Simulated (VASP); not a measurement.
Set up this calculation in VASP 6.6.1, as the native input.

- Task: single point
- Functional: r2SCAN
- Potentials or basis: VASP PAW PBE potentials, release 64 (Ag, S, La)
- Cutoff: 520 eV
- k mesh: 6 × 6 × 4
- Occupations: fermi-dirac, width 0.02 eV
- Spin: no spin polarisation
- Dipole correction: no
- Further INCAR settings: ALGO = Normal; EDIFF = 1e-07; NBANDS = 25

Crystal: LaAgS2.

```
CELL_PARAMETERS angstrom
4.13002 0.00000 0.00000
0.00000 4.13002 0.00000
0.00000 0.00000 5.60490
ATOMIC_POSITIONS crystal
Ag 0.00000 0.00000 0.00000
S 0.00000 0.00000 0.50000
S 0.50000 0.50000 0.00000
La 0.50000 0.50000 0.50000
```

The input as run:

POSCAR

```
LaAgS2
1.0
    4.1300216913      0.0000000000      0.0000000000
    0.0000000000      4.1300216913      0.0000000000
    0.0000000000      0.0000000000      5.6048983238
Ag S La
1 2 1
Direct
    0.0000000000      0.0000000000      0.0000000000
    0.0000000000      0.0000000000      0.5000000000
    0.5000000000      0.5000000000      0.0000000000
    0.5000000000      0.5000000000      0.5000000000
```

INCAR.step1

```
SYSTEM = LaAgS2
PREC = Accurate
ENCUT = 520
ISMEAR = -1
SIGMA = 0.02
LREAL = .FALSE.
LASPH = .TRUE.
NELM = 80
NBANDS = 25
GGA = PE
ALGO = Normal
EDIFF = 1E-4
LWAVE = .TRUE.
LCHARG = .FALSE.
```

INCAR.step2

```
SYSTEM = LaAgS2
PREC = Accurate
ENCUT = 520
EDIFF = 1E-7
ISMEAR = -1
SIGMA = 0.02
LREAL = .FALSE.
LASPH = .TRUE.
NELM = 80
ALGO = Normal
ISIF = 2
LWAVE = .FALSE.
LCHARG = .FALSE.
METAGGA = R2SCAN
LMIXTAU = .TRUE.
NBANDS = 25
ISTART = 1
```

KPOINTS

```
regular mesh
0
G
  6 6 4
  0 0 0
```

Potentials or basis: VASP PAW PBE potentials, release 64 (Ag, S, La).

The run is started by

```console
$ cat potpaw_PBE.64/Ag/POTCAR potpaw_PBE.64/S/POTCAR potpaw_PBE.64/La/POTCAR > POTCAR
$ cp INCAR.step1 INCAR
$ mpirun -np 1 vasp_std > vasp.out
$ cp INCAR.step2 INCAR
$ mpirun -np 1 vasp_std > vasp.out
```

Results of the run:

- Pressure: -0.2 GPa
- Band gap on the k mesh: zero (band 17 reaches 6.17 eV, above the bottom of band 18 at 6.10 eV)

Caveat: the PAW data sets were made with another functional, which shifts forces and pressure a little; spin-orbit coupling is left out, which moves the levels of the heavy elements.

Run time: 120 s on 1 thread of Intel(R) Xeon(R) 6975P-C (Granite Rapids), with other jobs on the host, peak memory 0.26 GiB.
